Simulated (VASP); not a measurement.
**CF4: single point with LDA**

CF4:

```
C F
1.0
     8.99588    0.00000    0.00000
     0.00000    8.99588    0.00000
     0.00000    0.00000    8.99588
C F
8 32
Cartesian
  3.1737 1.2038 4.7520
  3.1120 4.7000 8.0630
  7.8955 4.8223 8.1500
  -0.0208 6.8337 3.4970
  6.0507 3.0750 2.3015
  4.8703 7.3638 2.3893
  1.5311 0.8486 8.4608
  6.3937 8.6775 6.7241
  4.0238 1.7893 5.5744
  3.0459 -0.0649 5.0782
  2.0033 1.8029 4.8354
  3.6290 1.2958 3.5148
  2.1562 5.4846 8.5226
  3.7732 4.1740 9.0747
  2.5746 3.7356 7.3350
  3.9366 5.4058 7.3138
  8.2974 5.9400 8.7256
  8.5795 3.8063 8.6480
  6.6044 4.6399 8.3811
  8.0976 4.8973 6.8460
  0.9950 7.4567 4.0628
  0.4268 6.0356 2.5483
  -0.6616 6.1237 4.4044
  -0.8423 7.7228 2.9726
  4.9228 3.6528 2.6636
  6.4095 2.1958 3.2163
  5.8851 2.4652 1.1464
  6.9936 3.9941 2.1844
  4.9593 6.3275 1.5678
  5.4386 7.0652 3.5425
  5.4843 8.4027 1.8543
  3.5936 7.6515 2.5901
  2.2034 1.6796 9.2363
  0.8239 0.0247 9.2094
  0.7215 1.5284 7.6744
  2.3800 0.1546 7.7223
  6.7504 9.5037 7.6871
  5.1208 8.3594 6.8651
  6.5767 9.2579 5.5505
  7.1321 7.5837 6.7888
```

- Program: VASP 6.6.1
- Task: single point
- Functional: LDA
- Potentials or basis: VASP PAW LDA potentials, release 64 (C, F)
- Cutoff: 520 eV
- k mesh: 1 × 1 × 1
- Occupations: fermi-dirac, width 0.05 eV
- Spin: no spin polarisation
- Dipole correction: no
- Further INCAR settings: LREAL = Auto; ALGO = Normal; EDIFF = 1e-06; NBANDS = 154

- Pressure: 0.9 GPa
- Largest force: 0.570 eV/Å
- Band gap on the k mesh: 8.84 eV

Forces in eV/Å, atoms in the order of the input:
```
C    0.018  0.016 -0.017
C    0.019 -0.019 -0.054
C   -0.025 -0.009 -0.007
C   -0.004 -0.015 -0.017
C    0.011  0.014  0.023
C   -0.092 -0.041 -0.054
C    0.048 -0.027  0.019
C   -0.028 -0.005 -0.049
F    0.368  0.242  0.346
F   -0.043 -0.535  0.107
F   -0.493  0.238  0.039
F    0.166  0.038 -0.472
F   -0.410  0.313  0.193
F    0.261 -0.224  0.377
F   -0.178 -0.325 -0.261
F    0.321  0.263 -0.267
F    0.079  0.355  0.199
F    0.171 -0.303  0.117
F   -0.314 -0.012  0.070
F    0.089  0.008 -0.322
F    0.422  0.261  0.233
F    0.174 -0.331 -0.408
F   -0.275 -0.281  0.373
F   -0.345  0.373 -0.232
F   -0.467  0.246  0.146
F    0.147 -0.363  0.387
F   -0.072 -0.275 -0.494
F    0.392  0.373 -0.045
F    0.044 -0.221 -0.179
F    0.173 -0.134  0.387
F    0.138  0.340 -0.180
F   -0.266  0.056 -0.004
F    0.214  0.286  0.268
F   -0.263 -0.347  0.300
F   -0.299  0.273 -0.329
F    0.299 -0.223 -0.233
F    0.149  0.344  0.368
F   -0.421 -0.134  0.052
F    0.043  0.185 -0.384
F    0.253 -0.399  0.001
```

Stress tensor (GPa, compression positive):
```
 0.83 -0.06  0.02
-0.06  0.95 -0.04
 0.02 -0.04  0.89
```

Levels at points of the mesh, in eV from the valence-band top:
```csv
k point,band 126,band 127,band 128,band 129,band 130,band 131
"(0.00, 0.00, 0.00)",-0.04,-0.01,0.00,8.84,10.70,10.76
```

Run time: 2.8 min on 1 thread of AMD EPYC 7R43 64-Core Processor (Zen 3), on a shared host, peak memory 0.44 GiB.

Caveat: the k points lie up to 0.70 Å⁻¹ apart.
